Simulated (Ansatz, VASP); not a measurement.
**One calculation of Al2O3, two programs**

INCAR

```
SYSTEM = Al2O3
PREC     = Accurate       ! precision mode
ENCUT    = 520            ! plane-wave cutoff, eV
EDIFF    = 1E-7           ! SCF threshold, eV
ISMEAR   = 0              ! smearing method
SIGMA    = 0.05           ! smearing width, eV
LREAL    = .False.        ! projectors in reciprocal space
LASPH    = .True.         ! aspherical terms in the spheres
NELM     = 100            ! most SCF steps
ALGO     = Normal         ! electronic algorithm
ISIF     = 2              ! what is computed and relaxed
LWAVE    = .False.        ! write WAVECAR
LCHARG   = .True.         ! write CHGCAR
GGA      = CA             ! functional
LELF     = .True.         ! ELF
LVHAR    = .True.       
NBANDS   = 35             ! bands
```

KPOINTS

```
Automatic mesh
0
Gamma
  6 4 8
  0 0 0
```

Contents of POSCAR:

```
Al2O3
1.0
    4.4088822837      0.0000000000      0.0000000000
    0.0000000000      9.1901962919      0.0000000000
    0.0000000000      0.0000000000      2.9745879034
Al O
4 6
Direct
    0.4138788494      0.3309999366      0.5000000000
    0.5861211506      0.6690000634      0.5000000000
    0.9138788494      0.1690000634      0.0000000000
    0.0861211506      0.8309999366      0.0000000000
    0.7315554251      0.2226862107      0.5000000000
    0.0000000000      0.0000000000      0.0000000000
    0.7684445749      0.7226862107      0.0000000000
    0.2315554251      0.2773137893      0.0000000000
    0.2684445749      0.7773137893      0.5000000000
    0.5000000000      0.5000000000      0.5000000000
```

Input for Ansatz:

```yaml
crystal:
  lattice:
    - [4.4088822837, 0.0, 0.0]
    - [0.0, 9.1901962919, 0.0]
    - [0.0, 0.0, 2.9745879034]
  atoms:
    - { symbol: Al, position: [0.4138788494, 0.3309999366, 0.5] }
    - { symbol: Al, position: [0.5861211506, 0.6690000634, 0.5] }
    - { symbol: Al, position: [0.9138788494, 0.1690000634, 0.0] }
    - { symbol: Al, position: [0.0861211506, 0.8309999366, 0.0] }
    - { symbol: O, position: [0.7315554251, 0.2226862107, 0.5] }
    - { symbol: O, position: [0.0, 0.0, 0.0] }
    - { symbol: O, position: [0.7684445749, 0.7226862107, 0.0] }
    - { symbol: O, position: [0.2315554251, 0.2773137893, 0.0] }
    - { symbol: O, position: [0.2684445749, 0.7773137893, 0.5] }
    - { symbol: O, position: [0.5, 0.5, 0.5] }
basis:
  ecutwfc: 420
kpoints:
  mp_grid: { grid: [6, 4, 8] }
hamiltonian:
  xc: lda
scf:
  occupations: { method: gaussian, width: 0.05 }
output:
  forces: true
  stress: true
  eigenvalues: true
```

Change from the starting cell: strain -0.040 along x and y, +0.000 along z, atoms carried along.

Alike in both runs: task single point; functional LDA; k mesh 6 × 4 × 8; occupations gaussian, width 0.05 eV; no spin polarisation.

```csv
,VASP,Ansatz
version,VASP 6.6.1,Ansatz 0.2.0
potentials or method,"VASP PAW LDA potentials, release 64 (Al, O), cutoff 520 eV","scalar-relativistic, plane waves, PAW"
valence electrons in the cell,48,48
```

Ansatz gave:

```
gap on the k mesh at the Fermi level (eV)                     : 4.11
least direct gap on the mesh (eV)                             : 4.11
pressure (GPa)                                                : 15.7
traceless stress, the component that is largest in VASP (GPa) : 11.80
rms of the force components (eV/Å)                            : 0.629
```

Problem. What did VASP give for the same quantities?

Solution. gap on the k mesh at the Fermi level (eV): 4.10; least direct gap on the mesh (eV): 4.10; pressure (GPa): 17.1; traceless stress, the component that is largest in VASP (GPa): 12.74; rms of the force components (eV/Å): 0.680.

LDA's correlation is that of Perdew and Zunger in VASP and of Perdew and Wang (1992) in Ansatz. Atom by atom the forces differ by 0.052 eV/Å (rms over components).
